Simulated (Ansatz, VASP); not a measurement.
**One calculation of Ir, two programs**

```xyz
1
Lattice="0.0000 1.8065 2.1678 1.8065 0.0000 2.1678 1.8065 1.8065 0.0000" Properties=species:S:1:pos:R:3 pbc="T T T"
Ir    0.0000    0.0000    0.0000
```

Alike in both runs: task single point; functional LDA; k mesh 8 × 8 × 8; occupations gaussian, width 0.15 eV; no spin polarisation.

|  | VASP | Ansatz |
| --- | --- | --- |
| version | VASP 6.6.1 | Ansatz 0.2.0 |
| potentials or method | VASP PAW LDA potentials, release 64 (Ir), cutoff 520 eV | scalar-relativistic, plane waves, PAW |
| valence electrons in the cell | 9 | 17 |

VASP gave:

- gap on the k mesh at the Fermi level (eV): none
- pressure (GPa): 3.5
- traceless stress, the component that is largest in VASP (GPa): -37.85

Task: Which values does Ansatz return?

Result: gap on the k mesh at the Fermi level (eV): none; pressure (GPa): 1.1; traceless stress, the component that is largest in VASP (GPa): -37.87.

LDA's correlation is that of Perdew and Zunger in VASP and of Perdew and Wang (1992) in Ansatz. A gap of «none» marks a metal or a gap that the smearing closes. VASP's potentials hold 9 valence electrons a cell and Ansatz's 17, so a difference there can come from the potentials and not from the codes.

Spin-orbit coupling is off throughout.
